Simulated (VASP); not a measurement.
Write the native input for VASP 6.6.1 that does the following.

| Item | Value |
| --- | --- |
| Task | single point |
| Functional | r2SCAN |
| Potentials or basis | VASP PAW PBE potentials, release 64 (K_sv, Cl) |
| Cutoff | 520 eV |
| k mesh | 8 × 8 × 8 |
| Occupations | fermi-dirac, width 0.02 eV |
| Spin | no spin polarisation |
| Dipole correction | no |
| Further INCAR settings | ALGO = Normal; EDIFF = 1e-07; NBANDS = 15 |

The system is KCl.

```xyz
2
Lattice="0.0000 3.1879 3.1879 3.1879 0.0000 3.1879 3.1879 3.1879 0.0000" Properties=species:S:1:pos:R:3 pbc="T T T"
K     0.0000    0.0000    0.0000
Cl    3.1879    3.1879    3.1879
```

The input as run:

POSCAR

```
KCl
1.0
    0.0000000000      3.1878756700      3.1878756700
    3.1878756700      0.0000000000      3.1878756700
    3.1878756700      3.1878756700      0.0000000000
K Cl
1 1
Direct
    0.0000000000      0.0000000000      0.0000000000
    0.5000000000      0.5000000000      0.5000000000
```

INCAR.step1

```
SYSTEM = KCl
  PREC = Accurate
  ENCUT = 520
  ISMEAR = -1
  SIGMA = 0.02
  LREAL = .FALSE.
  LASPH = .TRUE.
  NELM = 100
  NBANDS = 15
  GGA = PE
  ALGO = Normal
  EDIFF = 1E-4
  LWAVE = .TRUE.
  LCHARG = .FALSE.
```

INCAR.step2

```
SYSTEM = KCl
  PREC = Accurate
  ENCUT = 520
  EDIFF = 1E-7
  ISMEAR = -1
  SIGMA = 0.02
  LREAL = .FALSE.
  LASPH = .TRUE.
  NELM = 100
  ALGO = Normal
  ISIF = 2
  LWAVE = .FALSE.
  LCHARG = .FALSE.
  METAGGA = R2SCAN
  LMIXTAU = .TRUE.
  NBANDS = 15
  ISTART = 1
```

KPOINTS

```
Automatic mesh
0
G
  8 8 8
  0 0 0
```

Potentials or basis: VASP PAW PBE potentials, release 64 (K_sv, Cl).

Command:

```sh
$ cat potpaw_PBE.64/K_sv/POTCAR potpaw_PBE.64/Cl/POTCAR > POTCAR
$ cp INCAR.step1 INCAR
$ mpirun -np 1 vasp_std > vasp.out
$ cp INCAR.step2 INCAR
$ mpirun -np 1 vasp_std > vasp.out
```

Results of the run:

The pressure is -0.7 GPa. The band gap on the k mesh is 5.69 eV.

Caveat: the PAW data sets were made with another functional, which shifts forces and pressure a little.

Run time: 2 min on 1 thread of AMD EPYC 9R45 96-Core Processor (Zen 5) (shared host), peak memory 0.19 GiB.
